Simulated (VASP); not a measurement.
Write the native input for VASP 6.6.1 that does the following.

| Property | Result |
| --- | --- |
| Task | single point |
| Functional | PBE |
| Potentials or basis | VASP PAW PBE potentials, release 64 (Sr_sv, B) |
| Cutoff | 520 eV |
| k mesh | 16 × 16 × 16 |
| Occupations | gaussian, width 0.1 eV |
| Spin | no spin polarisation |
| Dipole correction | no |
| Further INCAR settings | ALGO = Normal; EDIFF = 1e-06; NBANDS = 14 |

The structure of SrB lies in POSCAR:

```
SrB
1.0
    0.0000000000      2.9818338199      2.9818338199
    2.9818338199      0.0000000000      2.9818338199
    2.9818338199      2.9818338199      0.0000000000
Sr B
1 1
Direct
    0.0000000000      0.0000000000      0.0000000000
    0.5000000000      0.5000000000      0.5000000000
```

One way to write it, as run:

INCAR

```
SYSTEM = SrB
PREC = Accurate
ENCUT = 520
EDIFF = 1E-6
ISMEAR = 0
SIGMA = 0.1
LREAL = .FALSE.
LASPH = .TRUE.
NELM = 60
ALGO = Normal
ISIF = 2
LWAVE = .FALSE.
LCHARG = .FALSE.
GGA = PE
NBANDS = 14
```

KPOINTS

```
regular mesh
0
G
  16 16 16
  0 0 0
```

Potentials or basis: VASP PAW PBE potentials, release 64 (Sr_sv, B).

Launch:

```console
$ cat potpaw_PBE.64/Sr_sv/POTCAR potpaw_PBE.64/B/POTCAR > POTCAR
$ mpirun -np 1 vasp_std > vasp.out
```

Results of the run:

```json
{"Pressure": "0.1 GPa"}
```

Run time: 52 s on 1 thread of AMD EPYC 9R45 96-Core Processor (Zen 5), on a shared host, peak memory 0.23 GiB.
